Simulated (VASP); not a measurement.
The system is Sc.

```xyz
4
Lattice="4.6400 0.0000 0.0000 0.0000 4.6400 0.0000 0.0000 0.0000 4.6400" Properties=species:S:1:pos:R:3 pbc="T T T"
Sc    0.0000    0.0000    0.0000
Sc    0.0000    2.3200    2.3200
Sc    2.3200    0.0000    2.3200
Sc    2.3200    2.3200    0.0000
```

```yaml
Program: VASP 6.6.1
Task: relaxation of volume and atoms at fixed shape
Functional: LDA
Potentials_or_basis: VASP PAW LDA potentials, release 64 (Sc_sv)
Cutoff: 600 eV
k_mesh: 4 × 4 × 4
Occupations: fermi-dirac, width 0.1 eV
Spin: no spin polarisation
```

At the start: pressure -5.0 GPa; volume 24.97 Å³/atom.

Problem. How do energy, volume and symmetry change on relaxing?

Solution. Over 3 steps the energy falls by 41.2 meV/atom and the volume is 22.53 Å³/atom (-9.8 %); space group Fm-3m (No. 225, to 0.05 Å).

The path:
| step | energy change (eV) | largest force (eV/Å) | pressure (GPa) | volume (Å³) |
| --- | --- | --- | --- | --- |
| 1 | 0.0000 | 0.0000 | -5.04 | 99.90 |
| 2 | -0.1622 | 0.0000 | 0.76 | 88.97 |
| 3 | -0.1650 | 0.0000 | 0.01 | 90.10 |

Final structure:
```
CELL_PARAMETERS angstrom
4.48307 0.00000 0.00000
0.00000 4.48307 0.00000
0.00000 0.00000 4.48307
ATOMIC_POSITIONS crystal
Sc 0.00000 0.00000 0.00000
Sc 0.00000 0.50000 0.50000
Sc 0.50000 0.00000 0.50000
Sc 0.50000 0.50000 0.00000
```
